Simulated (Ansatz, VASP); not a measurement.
ZrO2 in VASP and in Ansatz

```
Zr O
1.0
     0.00000    2.55790    2.55790
     2.55790    0.00000    2.55790
     2.55790    2.55790    0.00000
Zr O
1 2
Direct
  0.00000 0.00000 0.00000
  0.25000 0.25000 0.25000
  0.75000 0.75000 0.75000
```

Alike in both runs: task single point; functional PBE; k mesh 8 × 8 × 8; no spin polarisation.

|  | VASP | Ansatz |
| --- | --- | --- |
| version | VASP 6.6.1 | Ansatz 0.2.0 |
| potentials or method | VASP PAW PBE potentials, release 64 (Zr_sv, O) | plane waves, PAW |
| plane-wave cutoff (eV) | 600 | 420 |
| occupations | gaussian, width 0.01 eV | fixed |
| valence electrons in the cell | 24 | 24 |

|  | VASP | Ansatz | Ansatz less VASP |
| --- | --- | --- | --- |
| gap on the k mesh at the Fermi level (eV) | 3.31 | 3.32 | +0.005 |
| pressure (GPa) | 0.1 | 0.0 | -0.07 |
